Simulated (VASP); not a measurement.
Wanted: the native input for a VASP 6.6.1 run.

```
Task                   : single point
Functional             : PBE
Potentials or basis    : VASP PAW PBE potentials, release 64 (Al, P)
Cutoff                 : 500 eV
k mesh                 : 2 × 2 × 2
Occupations            : gaussian, width 0.02 eV
Spin                   : no spin polarisation
Dipole correction      : no
Further INCAR settings : ALGO = Normal; EDIFF = 1e-06; NBANDS = 46
```

The structure of AlP lies in POSCAR:

```
AlP
1.0
    0.0000000000      5.4510000000      5.4510000000
    5.4510000000      0.0000000000      5.4510000000
    5.4510000000      5.4510000000      0.0000000000
Al P
8 8
Direct
    0.0000000000      0.0000000000      0.0000000000
    0.0000000000      0.0000000000      0.5000000000
    0.0000000000      0.5000000000      0.0000000000
    0.0000000000      0.5000000000      0.5000000000
    0.5000000000      0.0000000000      0.0000000000
    0.5000000000      0.0000000000      0.5000000000
    0.5000000000      0.5000000000      0.0000000000
    0.5000000000      0.5000000000      0.5000000000
    0.1250000000      0.1250000000      0.1250000000
    0.1250000000      0.1250000000      0.6250000000
    0.1250000000      0.6250000000      0.1250000000
    0.1250000000      0.6250000000      0.6250000000
    0.6250000000      0.1250000000      0.1250000000
    0.6250000000      0.1250000000      0.6250000000
    0.6250000000      0.6250000000      0.1250000000
    0.6250000000      0.6250000000      0.6250000000
```

These files were run (other wordings do the same):

INCAR

```
  PREC = Accurate
  ENCUT = 500
  EDIFF = 1E-6
  ISMEAR = 0
  SIGMA = 0.02
  LREAL = F
  LASPH = T
  NELM = 120
  ALGO = Normal
  ISIF = 2
  LWAVE = F
  LCHARG = T
  GGA = PE
  LELF = T
  LVHAR = T
  NBANDS = 46
  GGA_COMPAT = F
```

KPOINTS

```
Automatic mesh
0
Gamma
  2 2 2
```

Potentials or basis: VASP PAW PBE potentials, release 64 (Al, P).

Launch:

```console
$ cat potpaw_PBE.64/Al/POTCAR potpaw_PBE.64/P/POTCAR > POTCAR
$ mpirun -np 1 vasp_std > vasp.out
```

Results of the run:

```yaml
Pressure: 3.0 GPa
Band_gap_on_the_k_mesh: 1.54 eV
```

Caveat: the k points lie up to 0.50 Å⁻¹ apart.

Run time: 53 s on 1 thread of Intel(R) Xeon(R) Platinum 8559C (Emerald Rapids), with other jobs on the host, peak memory 0.42 GiB.
